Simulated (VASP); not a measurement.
A run of VASP 6.6.1 is set up as follows.

Contents of POSCAR:

```
Ca
1.0
    0.0000000000      2.7942000000      2.7942000000
    2.7942000000      0.0000000000      2.7942000000
    2.7942000000      2.7942000000      0.0000000000
Ca
1
Direct
    0.0000000000      0.0000000000      0.0000000000
```

Contents of INCAR.step1:

```
SYSTEM = Ca
ALGO = Normal ; EDIFF = 1E-5
ENCUT = 400 ; GGA = PE
GGA_COMPAT = .False. ; ISIF = 2
ISMEAR = -1 ; LASPH = .True.
LCHARG = .False. ; LREAL = .False.
LWAVE = .True. ; NBANDS = 11
NELM = 120 ; PREC = Accurate
SIGMA = 0.01
```

Contents of INCAR.step2:

```
SYSTEM = Ca
ALGO = Normal ; EDIFF = 1E-6
ENCUT = 400 ; GGA = PE
GGA_COMPAT = .False. ; HFSCREEN = 0.2079
ISIF = 2 ; ISMEAR = -1
ISTART = 1 ; LASPH = .True.
LCHARG = .False. ; LHFCALC = .True.
LREAL = .False. ; LWAVE = .False.
NBANDS = 11 ; NELM = 120
PREC = Accurate ; PRECFOCK = Normal
SIGMA = 0.01
```

The input KPOINTS:

```
k-points
0
Gamma
  6 6 6
  0 0 0
```

Potentials or basis: VASP PAW PBE potentials, release 64 (Ca_sv).

Command:

```sh
$ cat potpaw_PBE.64/Ca_sv/POTCAR > POTCAR
$ cp INCAR.step1 INCAR
$ mpirun -np 1 vasp_std > vasp.out
$ cp INCAR.step2 INCAR
$ mpirun -np 1 vasp_std > vasp.out
```

(1) Estimate the band gap on the k mesh.

(2) What does it give for the pressure?

Answers

(1) zero (bands 5 and 6 overlap by 0.52 eV).

(2) -0.2 GPa.

Caveat: the PAW data sets were made with another functional, which shifts forces and pressure a little.
